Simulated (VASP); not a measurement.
# Zn (Im-3m) in VASP: further runs

Zn is run at these levels: PBE0, PBE; tasks: single point.

Everything below comes from runs of VASP 6.6.1. Logs are shortened: lines on timing, memory, paths and dates and some standing lists are left out, and cuts for length are marked.

### 1 The cell of the first run

It takes space group Im-3m (No. 229, cubic). The conventional cell has a = 3.117 Å, b = 3.117 Å, c = 3.117 Å, α = 90.00°, β = 90.00°, γ = 90.00°. Within 3.6 Å of Zn (site symmetry m-3m) lie 14 Zn at 2.70 to 3.12 Å.

### 2 Single point, PBE0

Input file POSCAR:

```
Zn
1.0
   -1.5585062330      1.5585062330      1.5585062330
    1.5585062330     -1.5585062330      1.5585062330
    1.5585062330      1.5585062330     -1.5585062330
Zn
1
Direct
    0.0000000000      0.0000000000      0.0000000000
```

Input file INCAR.step1:

```
  PREC = Accurate
  ENCUT = 520
  EDIFF = 1E-5
  ISMEAR = -1
  SIGMA = 0.05
  LREAL = False
  LASPH = True
  NELM = 100
  ALGO = Normal
  ISIF = 2
  LWAVE = True
  LCHARG = False
  GGA = PE
  NBANDS = 12
```

Input file INCAR.step2:

```
  PREC = Accurate
  ENCUT = 520
  EDIFF = 1E-6
  ISMEAR = -1
  SIGMA = 0.05
  LREAL = False
  LASPH = True
  NELM = 100
  ALGO = Normal
  ISIF = 2
  LWAVE = False
  LCHARG = False
  GGA = PE
  LHFCALC = True
  AEXX = 0.25
  PRECFOCK = Normal
  ISTART = 1
  NBANDS = 12
```

Input file KPOINTS:

```
Automatic mesh
0
Gamma
  6 6 6
```

Potentials or basis: VASP PAW PBE potentials, release 64 (Zn).

Started as:

```
$ cat potpaw_PBE.64/Zn/POTCAR > POTCAR
$ cp INCAR.step1 INCAR
$ mpirun -np 1 vasp_std > vasp.out
$ cp INCAR.step2 INCAR
$ mpirun -np 1 vasp_std > vasp.out
```

OUTCAR:

```text
PREC = Accurate
   ENCUT = 520
   EDIFF = 1E-6
   ISMEAR = -1
   LREAL = False
   LASPH = True
   NELM = 100
   ISIF = 2
   GGA = PE
   LHFCALC = True
   AEXX = 0.25
   PRECFOCK = Normal
   ISTART = 1

 ion  position               nearest neighbor table
   1  0.000  0.000  0.000-

  LATTYP: Found a body centered cubic cell.
 ALAT       =     3.1170124660

  Lattice vectors:

 A1 = (  -1.5585062330,   1.5585062330,   1.5585062330)
 A2 = (   1.5585062330,  -1.5585062330,   1.5585062330)
 A3 = (   1.5585062330,   1.5585062330,  -1.5585062330)

Analysis of symmetry for initial positions (statically):
=====================================================================
 Subroutine PRICEL returns:
 Original cell was already a primitive cell.

 Routine SETGRP: Setting up the symmetry group for a
 body centered cubic supercell.

 Subroutine GETGRP returns: Found 48 space group operations
 (whereof 48 operations were pure point group operations)
 out of a pool of 48 trial point group operations.

The static configuration has the point symmetry O_h .

Analysis of symmetry for dynamics (positions and initial velocities):
=====================================================================
 Subroutine PRICEL returns:
 Original cell was already a primitive cell.

 Routine SETGRP: Setting up the symmetry group for a
 body centered cubic supercell.

 Subroutine GETGRP returns: Found 48 space group operations
 (whereof 48 operations were pure point group operations)
 out of a pool of 48 trial point group operations.

The dynamic configuration has the point symmetry O_h .

 Subroutine INISYM returns: Found 48 space group operations
 (whereof 48 operations are pure point group operations),
 and found     1 'primitive' translations

----------------------------------------------------------------------------------------

                                     Primitive cell

  volume of cell :      15.1421

  direct lattice vectors                    reciprocal lattice vectors
    -1.558506233  1.558506233  1.558506233     0.000000000  0.320820019  0.320820019
     1.558506233 -1.558506233  1.558506233     0.320820019  0.000000000  0.320820019
     1.558506233  1.558506233 -1.558506233     0.320820019  0.320820019  0.000000000

  length of vectors
     2.699411979  2.699411979  2.699411979     0.453708023  0.453708023  0.453708023

  position of ions in fractional coordinates (direct lattice)
     0.000000000  0.000000000  0.000000000

  ion indices of the primitive-cell ions
   primitive index   ion index
                 1           1

----------------------------------------------------------------------------------------

 KPOINTS: Automatic mesh

Automatic generation of k-mesh.
 Grid dimensions read from file:
 generate k-points for:    6    6    6

 Generating k-lattice:

  Cartesian coordinates                     Fractional coordinates (reciprocal lattice)
     0.000000000  0.053470003  0.053470003     0.166666667  0.000000000  0.000000000
     0.053470003  0.000000000  0.053470003     0.000000000  0.166666667  0.000000000
     0.053470003  0.053470003  0.000000000     0.000000000  0.000000000  0.166666667

  Length of vectors
     0.075618004  0.075618004  0.075618004

  Shift w.r.t. Gamma in fractional coordinates (k-lattice)
     0.000000000  0.000000000  0.000000000

 Subroutine IBZKPT returns following result:
 ===========================================

 Found     16 irreducible k-points:

 Following reciprocal coordinates:
            Coordinates               Weight
  0.000000  0.000000  0.000000      1.000000
  0.166667  0.000000  0.000000     12.000000
  0.333333  0.000000  0.000000     12.000000
  0.500000  0.000000  0.000000      6.000000
  0.166667  0.166667  0.000000     24.000000
  0.333333  0.166667  0.000000     48.000000
[... 8 lines left out ...]
  0.500000  0.500000  0.333333     12.000000
  0.500000  0.500000  0.500000      1.000000
   k-points           NKPTS =     16   k-points in BZ     NKDIM =    216   number of bands    NBANDS=     12
   number of dos      NEDOS =    301   number of ions     NIONS =      1
   total plane-waves  NPLWV =   8000
   dimension x,y,z NGX =    20 NGY =   20 NGZ =   20
   dimension x,y,z NGXF=    40 NGYF=   40 NGZF=   40
   ions per type =               1
   NGX,Y,Z   is equivalent  to a cutoff of  12.32, 12.32, 12.32 a.u.
   NGXF,Y,Z  is equivalent  to a cutoff of  24.63, 24.63, 24.63 a.u.
 SYSTEM =  unknown system
   PREC   = accura    normal or accurate (medium, high low for compatibility)
   ISTART =      1    job   : 0-new  1-cont  2-samecut
   ICHARG =      0    charge: 1-file 2-atom 10-const
   ISPIN  =      1    spin polarized calculation?
   LNONCOLLINEAR =      F non collinear calculations
   LSORBIT =      F    spin-orbit coupling
   LASPH  =      T    aspherical Exc in radial PAW
   ENCUT  =  520.0 eV  38.22 Ry    6.18 a.u.   5.02  5.02  5.02*2*pi/ulx,y,z
   NELM   =    100;   NELMIN=  2; NELMDL=  0     # of ELM steps
   EDIFF  = 0.1E-05   stopping-criterion for ELM
   LREAL  =      F    real-space projection
   EDIFFG = 0.1E-04   stopping-criterion for IOM
   NSW    =      0    number of steps for IOM
   IBRION =     -1    ionic relax: 0-MD 1-quasi-New 2-CG
   NFREE  =      0    steps in history (QN), initial steepest desc. (CG)
   ISIF   =      2    stress and relaxation
   ISYM   =      3    0-nonsym 1-usesym 2-fastsym
   POTIM  = 0.5000    time-step for ionic-motion
   TEBEG  =    0.0;   TEEND  =   0.0 temperature during run
   PSTRESS=    0.0 pullay stress
   NELECT =      12.0000    total number of electrons
   NUPDOWN=      -1.0000    fix difference up-down
   EMIN   =  10.00;   EMAX   =-10.00  energy-range for DOS
   EFERMI =   0.00;   METHOD = LEGACY
   ISMEAR =    -1;   SIGMA  =   0.05  broadening in eV -4-tet -1-fermi 0-gaus
   EFERMI_NEDOS =   21; number of points for ismear=-14 and -15
   IALGO  =     38    algorithm
   IMIX   =      1    mixing-type and parameters
     AMIX     =   0.40;   BMIX     =  1.00
     AMIX_MAG =   1.60;   BMIX_MAG =  1.00
  volume/ion in A,a.u.               =      15.14       102.18
  Fermi-wavevector in a.u.,A,eV,Ry     =   1.514979  2.862896 31.227580  2.295162
  Thomas-Fermi vector in A             =   2.624564
   LORBIT       =      0    0 simple, 1 ext, 2 COOP (PROOUT), +10 PAW based schemes
   GGA     = PE    functional components
   LHFCALC =     T    Hartree Fock is set to
   PRECFOCK=normal    Normal, Fast or Accurate (Low or Medium for compatibility)
   ENCUT4O =  -1.0   cutoff for four orbital integrals eV
   NKREDX  =     1    reduce k-point grid by
   NKREDY  =     1    reduce k-point grid by
   NKREDZ  =     1    reduce k-point grid by
   AEXX    =    0.2500 exact exchange contribution
   HFSCREEN=    0.0000 screening length (either q_TF or 0.3 A-1)
   HFSCREENC=   0.0000 screening length for correlation (either q_TF or 0.3 A-1)
   ENCUTFOCK=  -1.0 apply spherical cutoff to Coloumb kernel
   IVDW    =     0    specifies the selected vdW correction
   LEPSILON=     F    determine dielectric tensor
   LRPA    =     F    only Hartree local field effects (RPA)
 non-spin polarized calculation
  energy-cutoff  :      520.00
  volume of cell :       15.14
 maximum number of plane-waves:       420
  NGX = 16; NGY = 16; NGZ = 16

 number of electron      12.0000023 magnetization

 Free energy of the ion-electron system (eV)
  ---------------------------------------------------
  ext. energy  EPLUGINS =         0.00000000
  ---------------------------------------------------
  free energy    TOTEN  =        -1.20495207 eV

  energy without entropy =       -1.20181986  energy(sigma->0) =       -1.20338596

 E-fermi :   3.8088     XC(G=0):  -9.0735

 val. band max:        2.5442202696   @ k =   0.5000   0.5000   0.1667
 cond. band min:       3.8637704282   @ k =   0.3333   0.1667   0.1667
 fundamental gap:      1.3195501587
 Fermi energy:         3.8087960021

 k-point     1 :       0.0000    0.0000    0.0000
  band No.  band energies     occupation
      1      -9.0753      2.00000
      2      -7.2663      2.00000
      3      -7.2663      2.00000
      4      -7.2663      2.00000
      5      -6.7575      2.00000
      6      -6.7575      2.00000
      7      24.4291      0.00000
      8      24.4291      0.00000
      9      24.4291      0.00000
     10      25.3988      0.00000
     11      25.3988      0.00000
     12      25.3988      0.00000

 k-point     2 :       0.1667    0.0000    0.0000
  band No.  band energies     occupation
      1      -8.1571      2.00000
      2      -7.3448      2.00000
      3      -7.1810      2.00000
      4      -7.0556      2.00000
      5      -6.8094      2.00000
      6      -6.7508      2.00000
      7      16.7716      0.00000
      8      20.6605      0.00000
      9      21.2356      0.00000
     10      22.6048      0.00000
     11      23.4000      0.00000
     12      26.0735      0.00000

 k-point     3 :       0.3333    0.0000    0.0000
  band No.  band energies     occupation
      1      -7.7335      2.00000
      2      -7.5005      2.00000
      3      -6.8071      2.00000
      4      -6.7320      2.00000
      5      -6.6062      2.00000
      6      -4.6558      2.00000
      7       8.5849      0.00000
      8      17.3600      0.00000
      9      18.3494      0.00000
     10      20.5809      0.00000
     11      22.0706      0.00000
     12      29.0741      0.00000
[... 166 lines left out ...]
 k-point    15 :       0.5000    0.5000    0.3333
  band No.  band energies     occupation
      1      -7.6933      2.00000
      2      -7.6342      2.00000
      3      -6.7615      2.00000
      4      -6.6509      2.00000
      5      -6.4238      2.00000
      6       5.0976      0.00000
      7       5.4863      0.00000
      8       9.6133      0.00000
      9      13.2529      0.00000
     10      17.1815      0.00000
     11      17.2768      0.00000
     12      31.9786      0.00000

 k-point    16 :       0.5000    0.5000    0.5000
  band No.  band energies     occupation
      1      -7.8434      2.00000
      2      -7.8434      2.00000
      3      -6.4431      2.00000
      4      -6.4431      2.00000
      5      -6.4431      2.00000
      6       8.3983      0.00000
      7       8.3983      0.00000
      8       8.3983      0.00000
      9      12.5085      0.00000
     10      12.6869      0.00000
     11      12.6869      0.00000
     12      38.2164      0.00000

------------------------ aborting loop because EDIFF is reached ----------------------------------------

  FORCE on cell =-STRESS in cart. coord.  units (eV):
  Direction    XX          YY          ZZ          XY          YZ          ZX
  --------------------------------------------------------------------------------------
  -------------------------------------------------------------------------------------
  Total        0.1238316      0.1238316      0.1238316      0.0000000      0.0000000     -0.0000000
  in kB       13.1025714     13.1025714     13.1025714      0.0000000      0.0000000     -0.0000000
  external PRESSURE =      13.1025714 kB  Pullay stress =       0.0000000 kB

 VOLUME and BASIS-vectors are now :
 -----------------------------------------------------------------------------
  energy-cutoff  :      520.00
  volume of cell :       15.14
      direct lattice vectors                 reciprocal lattice vectors
    -1.558506233  1.558506233  1.558506233     0.000000000  0.320820019  0.320820019
     1.558506233 -1.558506233  1.558506233     0.320820019  0.000000000  0.320820019
     1.558506233  1.558506233 -1.558506233     0.320820019  0.320820019  0.000000000

 POSITION                                       TOTAL-FORCE (eV/Angst)
 -----------------------------------------------------------------------------------
      0.00000      0.00000      0.00000         0.000000     -0.000000      0.000000
 -----------------------------------------------------------------------------------
    total drift:                                0.000000     -0.000000     -0.000000

  FREE ENERGIE OF THE ION-ELECTRON SYSTEM (eV)
  ---------------------------------------------------
  free  energy   TOTEN  =        -1.2049520679 eV

  energy  without entropy=       -1.2018198597  energy(sigma->0) =       -1.20338596
```

Wall time 4.8 min (1 thread of Intel Xeon 6975P-C, shared host); peak memory 0.13 GiB.

Results:

```
Free energy            : -1.2050 eV
Pressure               : 1.3 GPa
Band gap on the k mesh : zero (band 6 reaches 8.40 eV, above the bottom of band 7 at 1.86 eV)
```

Levels at points of the mesh, in eV from the Fermi level:
```
           k point  band 4  band 5  band 6  band 7  band 8  band 9
(0.00, 0.00, 0.00)  -11.08  -10.57  -10.57   20.62   20.62   20.62
(0.50, 0.00, 0.00)  -10.53  -10.17   -4.10   -1.95   12.34   13.53
(0.50, 0.50, 0.50)  -10.25  -10.25    4.59    4.59    4.59    8.70
```

Caveat: the k points lie up to 0.48 Å⁻¹ apart; the PAW data sets were made with another functional, which shifts forces and pressure a little.

### 3 Single point, PBE0

This run uses another cell than the first one, of 15.45 Å³/atom, 1.020 times its volume.

Input file POSCAR:

```
Zn
1.0
   -1.5690370000      1.5690370000      1.5690370000
    1.5690370000     -1.5690370000      1.5690370000
    1.5690370000      1.5690370000     -1.5690370000
Zn
1
Direct
    0.0000000000      0.0000000000      0.0000000000
```

Input file INCAR.step1:

```
SYSTEM = Zn
PREC = Accurate ; ENCUT = 520
EDIFF = 1E-5 ; ISMEAR = -1
SIGMA = 0.05 ; LREAL = .FALSE.
LASPH = .TRUE. ; NELM = 60
ALGO = Normal ; ISIF = 2
LWAVE = .TRUE. ; LCHARG = .FALSE.
GGA = PE ; NBANDS = 12
```

Input file INCAR.step2:

```
SYSTEM = Zn
PREC = Accurate ; ENCUT = 520
EDIFF = 1E-7 ; ISMEAR = -1
SIGMA = 0.05 ; LREAL = .FALSE.
LASPH = .TRUE. ; NELM = 60
ALGO = Normal ; ISIF = 2
LWAVE = .FALSE. ; LCHARG = .FALSE.
GGA = PE ; LHFCALC = .TRUE.
AEXX = 0.25 ; PRECFOCK = Normal
ISTART = 1 ; NBANDS = 12
```

Input file KPOINTS:

```
Automatic mesh
0
G
  6 6 6
  0 0 0
```

Potentials or basis: VASP PAW PBE potentials, release 64 (Zn).

Started as:

```
$ cat potpaw_PBE.64/Zn/POTCAR > POTCAR
$ cp INCAR.step1 INCAR
$ mpirun -np 1 vasp_std > vasp.out
$ cp INCAR.step2 INCAR
$ mpirun -np 1 vasp_std > vasp.out
```

OUTCAR:

```text
SYSTEM = Zn
   PREC = Accurate
   ENCUT = 520
   EDIFF = 1E-7
   ISMEAR = -1
   LREAL = .FALSE.
   LASPH = .TRUE.
   NELM = 60
   ISIF = 2
   GGA = PE
   LHFCALC = .TRUE.
   AEXX = 0.25
   PRECFOCK = Normal
   ISTART = 1

 ion  position               nearest neighbor table
   1  0.000  0.000  0.000-

  LATTYP: Found a body centered cubic cell.
 ALAT       =     3.1380740000

  Lattice vectors:

[... 416 lines left out ...]
      9      12.1072      0.00000
     10      12.4567      0.00000
     11      12.4567      0.00000
     12      37.7029      0.00000

------------------------ aborting loop because EDIFF is reached ----------------------------------------

  FORCE on cell =-STRESS in cart. coord.  units (eV):
  Direction    XX          YY          ZZ          XY          YZ          ZX
  --------------------------------------------------------------------------------------
  -------------------------------------------------------------------------------------
  Total       -0.0093244     -0.0093244     -0.0093244      0.0000000      0.0000000     -0.0000000
  in kB       -0.9668797     -0.9668797     -0.9668797      0.0000000      0.0000000     -0.0000000
  external PRESSURE =      -0.9668797 kB  Pullay stress =       0.0000000 kB

 VOLUME and BASIS-vectors are now :
 -----------------------------------------------------------------------------
  energy-cutoff  :      520.00
  volume of cell :       15.45
      direct lattice vectors                 reciprocal lattice vectors
    -1.569037000  1.569037000  1.569037000     0.000000000  0.318666800  0.318666800
     1.569037000 -1.569037000  1.569037000     0.318666800  0.000000000  0.318666800
     1.569037000  1.569037000 -1.569037000     0.318666800  0.318666800  0.000000000

 POSITION                                       TOTAL-FORCE (eV/Angst)
 -----------------------------------------------------------------------------------
      0.00000      0.00000      0.00000        -0.000000     -0.000000      0.000000
 -----------------------------------------------------------------------------------
    total drift:                                0.000000     -0.000000     -0.000000

  FREE ENERGIE OF THE ION-ELECTRON SYSTEM (eV)
  ---------------------------------------------------
  free  energy   TOTEN  =        -1.2062945503 eV

  energy  without entropy=       -1.2031675349  energy(sigma->0) =       -1.20473104
```

OSZICAR.step1:

```text
N       E                     dE             d eps       ncg     rms          rms(c)
DAV:   1     0.439564864025E+02    0.43956E+02   -0.67595E+03   416   0.162E+03
DAV:   2     0.347060161909E+00   -0.43609E+02   -0.40168E+02   392   0.218E+02
DAV:   3    -0.112074547649E+01   -0.14678E+01   -0.14651E+01   468   0.397E+01
DAV:   4    -0.112397494554E+01   -0.32295E-02   -0.32294E-02   448   0.184E+00
DAV:   5    -0.112397781480E+01   -0.28693E-05   -0.28697E-05   408   0.497E-02    0.274E+00
DAV:   6    -0.103938615773E+01    0.84592E-01   -0.43283E-01   424   0.133E+01    0.210E+00
DAV:   7    -0.103482049464E+01    0.45657E-02   -0.76223E-03   408   0.167E+00    0.106E+00
DAV:   8    -0.103272925487E+01    0.20912E-02   -0.10980E-03   488   0.476E-01    0.400E-02
DAV:   9    -0.103273845046E+01   -0.91956E-05   -0.74486E-05   480   0.113E-01
   1 F= -.10327385E+01 E0= -.10311661E+01  d E =-.314472E-02
```

Wall time 7 min (1 thread of Intel Xeon 6975P-C, shared host); peak memory 0.13 GiB.

Results:

```
Free energy            : -1.2063 eV
Pressure               : -0.1 GPa
Band gap on the k mesh : zero (band 6 reaches 8.21 eV, above the bottom of band 7 at 1.68 eV)
```

Caveat: the k points lie up to 0.47 Å⁻¹ apart; the PAW data sets were made with another functional, which shifts forces and pressure a little.

[end of part 1 of 2]
